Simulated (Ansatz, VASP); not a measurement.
# TiAu: VASP beside Ansatz

File INCAR:

```
ALGO     = Normal         # electronic algorithm
EDIFF    = 1E-7           # SCF threshold, eV
EDIFFG   = -0.05          # ionic threshold
ENCUT    = 500            # plane-wave cutoff, eV
GGA_COMPAT= False        
IBRION   = 2              # ionic algorithm
ISIF     = 3              # what is computed and relaxed
ISMEAR   = 0              # smearing method
LASPH    = True           # aspherical terms in the spheres
LCHARG   = False          # write CHGCAR
LREAL    = False          # projectors in reciprocal space
LWAVE    = False          # write WAVECAR
NELM     = 120            # most SCF steps
NELMIN   = 4            
NSW      = 100            # ionic steps
PREC     = Accurate       # precision mode
SIGMA    = 0.1            # smearing width, eV
```

Contents of KPOINTS:

```
k-points
0
Gamma
  6 6 6
```

Contents of POSCAR:

```
TiAu
1.0
    3.2540000000      0.0000000000      0.0000000000
    0.0000000000      3.2540000000      0.0000000000
    0.0000000000      0.0000000000      3.2540000000
Ti Au
1 1
Direct
    0.5000000000      0.5000000000      0.5000000000
    0.0000000000      0.0000000000      0.0000000000
```

Input for Ansatz:

```yaml
crystal:
  lattice:
    - [3.254, 0.0, 0.0]
    - [0.0, 3.254, 0.0]
    - [0.0, 0.0, 3.254]
  atoms:
    - { symbol: Ti, position: [0.5, 0.5, 0.5] }
    - { symbol: Au, position: [0.0, 0.0, 0.0] }
basis:
  ecutwfc: 420
kpoints:
  mp_grid: { grid: [6, 6, 6] }
hamiltonian:
  xc: lda
scf:
  occupations: { method: gaussian, width: 0.1 }
output:
  forces: true
  stress: true
  eigenvalues: true
relax:
  adjacent_minimum: "off"
  f_tol: 0.05
  max_steps: 80
  cell: { stress_tol: 0.5 }
```

Alike in both runs: task relaxation of cell and atoms; functional LDA; k mesh 6 × 6 × 6; occupations gaussian, width 0.1 eV; no spin polarisation.

|  | VASP | Ansatz |
| --- | --- | --- |
| version | VASP 6.6.1 | Ansatz 0.2.0 |
| potentials or method | VASP PAW LDA potentials, release 64 (Ti_sv, Au), cutoff 500 eV | scalar-relativistic, plane waves, PAW |
| valence electrons in the cell | 23 | 31 |

|  | VASP | Ansatz | Ansatz less VASP |
| --- | --- | --- | --- |
| gap on the k mesh at the Fermi level, each at its own relaxed structure (eV) | none | none | - |
| relaxed volume (Å³/atom) | 16.28 | 16.21 | -0.072 |
| relaxed cell length with the largest relative difference (Å) | 3.193 | 3.189 | -0.0047 |

LDA's correlation is that of Perdew and Zunger in VASP and of Perdew and Wang (1992) in Ansatz. A gap of «none» marks a metal or a gap that the smearing closes. VASP's potentials hold 23 valence electrons a cell and Ansatz's 31, so a difference there can come from the potentials and not from the codes.

Neither program's run includes spin-orbit coupling.
